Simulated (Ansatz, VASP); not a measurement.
This is a calculation of Sb for Ansatz 0.2.0.

The input input.yaml:

```yaml
crystal:
  lattice:
    - [0.0, 2.3712425216, 2.3712425216]
    - [2.3712425216, 0.0, 2.3712425216]
    - [2.3712425216, 2.3712425216, 0.0]
  atoms:
    - { symbol: Sb, position: [0.0, 0.0, 0.0] }
kpoints:
  mp_grid: { grid: [6, 6, 6] }
scf:
  occupations: { method: fermi_dirac, width: 0.04 }
hamiltonian:
  xc: pbe
  pseudopotentials: { kind: all_electron, lapw: { basis_error: 0.004 } }
output:
  forces: true
  stress: true
  eigenvalues: true
```

Potentials or basis: all-electron LAPW, scalar-relativistic.

Launch:

```console
$ ansatz run input.yaml --threads 1 --pin off --max-ram 3072MiB --backend cpu --events-out ev --progress --plain --runs-dir out
```

**Question.** Set up the same calculation for VASP 6.6.1. Potentials there: VASP PAW PBE potentials, release 64 (Sb).

**Answer.** As run (the cutoff follows the program's own potentials):

File INCAR:

```
PREC = Accurate ; ENCUT = 520
EDIFF = 1E-6 ; ISMEAR = -1
SIGMA = 0.04 ; LREAL = False
LASPH = True ; NELM = 60
ALGO = Normal ; ISIF = 2
LWAVE = False ; LCHARG = True
GGA = PE ; LELF = True
LVHAR = True ; NBANDS = 8
```

The input KPOINTS:

```
regular mesh
0
Gamma
  6 6 6
```

File POSCAR:

```
Sb
1.0
    0.0000000000      2.3712425216      2.3712425216
    2.3712425216      0.0000000000      2.3712425216
    2.3712425216      2.3712425216      0.0000000000
Sb
1
Direct
    0.0000000000      0.0000000000      0.0000000000
```

Potentials or basis: VASP PAW PBE potentials, release 64 (Sb).

Run with:

```bash
$ cat potpaw_PBE.64/Sb/POTCAR > POTCAR
$ mpirun -np 1 vasp_std > vasp.out
```

Both were run:

|  | VASP | Ansatz | Ansatz less VASP |
| --- | --- | --- | --- |
| gap on the k mesh at the Fermi level (eV) | none | none | - |
| pressure (GPa) | 1.7 | 1.9 | +0.16 |

A gap of «none» marks a metal or a gap that the smearing closes. Ansatz ran all-electron here, and VASP with PAW potentials.

The k mesh is coarse, so the values compare programs but aren't converged. Neither program's run includes spin-orbit coupling. Noted on Ansatz's run: the k mesh is thin for a metal, which can move the energy by tens of meV per atom.
